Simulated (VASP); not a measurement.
A run of VASP 6.6.1 is set up as follows.

File INCAR:

```
SYSTEM = NaCl
PREC = Accurate
ENCUT = 520
EDIFF = 1E-6
ISMEAR = 0
SIGMA = 0.1
LREAL = .False.
LASPH = .True.
NELM = 80
ALGO = Normal
ISIF = 2
LWAVE = .False.
LCHARG = .False.
GGA = PE
NBANDS = 14
```

The input KPOINTS:

```
Automatic mesh
0
Gamma
  8 8 8
  0 0 0
```

Contents of POSCAR:

```
NaCl
1.0
   -2.5359118500      2.5359118500      1.3843249400
    2.5359118500     -2.5359118500      1.3843249400
    2.5359118500      2.5359118500     -1.3843249400
Na Cl
1 1
Direct
    0.0000000000      0.0000000000      0.0000000000
    0.2500000000      0.7500000000      0.5000000000
```

Potentials or basis: VASP PAW PBE potentials, release 64 (Na_pv, Cl).

The run is started by

```console
$ cat potpaw_PBE.64/Na_pv/POTCAR potpaw_PBE.64/Cl/POTCAR > POTCAR
$ mpirun -np 1 vasp_std > vasp.out
```

**Question.** Estimate the pressure.

**Answer.** 13.8 GPa.

**Question.** Predict the band gap on the k mesh.

**Answer.** 1.78 eV.

Stress tensor (GPa, compression positive):
```
 2.50  0.00  0.00
 0.00  2.50  0.00
 0.00  0.00 36.40
```

Caveat: the stress differs along the axes, from 3 to 36 GPa. A k mesh can miss the band edges.
